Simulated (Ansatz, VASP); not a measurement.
This is a calculation of BiTe for Ansatz 0.2.0.

The input input.yaml:

```yaml
crystal:
  lattice:
    - [2.3732508797, 1.3701970343, 3.2495731172]
    - [-2.3732508797, 1.3701970343, 3.2495731172]
    - [0.0, -2.7403940685, 3.2495731172]
  atoms:
    - { symbol: Bi, position: [0.5, 0.5, 0.5] }
    - { symbol: Te, position: [0.0, 0.0, 0.0] }
hamiltonian:
  xc: pbe0
  pseudopotentials: { kind: paw }
kpoints:
  mp_grid: { grid: [4, 4, 4] }
scf:
  occupations: { method: fermi_dirac, width: 0.05 }
output:
  forces: true
  stress: true
  eigenvalues: true
```

Potentials or basis: Ansatz PAW.

The run is started by

```console
$ ansatz run input.yaml --threads 2 --pin off --max-ram 5632MiB --backend cpu --events-out ev --progress --plain --runs-dir out
```

Set up the same calculation for VASP 6.6.1. Potentials there: VASP PAW PBE potentials, release 64 (Bi_d, Te).

As run (the cutoff follows the program's own potentials):

File POSCAR:

```
BiTe
1.0
    2.3732508797      1.3701970343      3.2495731172
   -2.3732508797      1.3701970343      3.2495731172
    0.0000000000     -2.7403940685      3.2495731172
Bi Te
1 1
Direct
    0.5000000000      0.5000000000      0.5000000000
    0.0000000000      0.0000000000      0.0000000000
```

INCAR.step1

```
PREC = Accurate
ENCUT = 520
EDIFF = 1E-5
ISMEAR = -1
SIGMA = 0.05
LREAL = False
LASPH = True
NELM = 100
ALGO = Normal
ISIF = 2
LWAVE = True
NBANDS = 18
GGA = PE
```

INCAR.step2

```
PREC = Accurate
ENCUT = 520
EDIFF = 1E-6
ISMEAR = -1
SIGMA = 0.05
LREAL = False
LASPH = True
NELM = 100
ALGO = Normal
ISIF = 2
LWAVE = False
LCHARG = True
GGA = PE
LHFCALC = True
AEXX = 0.25
PRECFOCK = Normal
LELF = True
LVHAR = True
NBANDS = 18
ISTART = 1
```

The input KPOINTS:

```
Automatic mesh
0
Gamma
  4 4 4
```

Potentials or basis: VASP PAW PBE potentials, release 64 (Bi_d, Te).

Command:

```bash
$ cat potpaw_PBE.64/Bi_d/POTCAR potpaw_PBE.64/Te/POTCAR > POTCAR
$ cp INCAR.step1 INCAR
$ mpirun -np 1 vasp_std > vasp.out
$ cp INCAR.step2 INCAR
$ mpirun -np 1 vasp_std > vasp.out
```

Both were run:

|  | VASP | Ansatz | Ansatz less VASP |
| --- | --- | --- | --- |
| gap on the k mesh at the Fermi level (eV) | none | none | - |
| pressure (GPa) | 1.2 | 1.6 | +0.39 |
| traceless stress, the component that is largest in VASP (GPa) | -0.33 | -0.43 | -0.101 |

A gap of «none» marks a metal or a gap that the smearing closes. VASP's potentials hold 21 valence electrons a cell and Ansatz's 31, so a difference there can come from the potentials and not from the codes.

The k mesh is coarse, so the values compare programs but aren't converged. Spin-orbit coupling is off throughout.
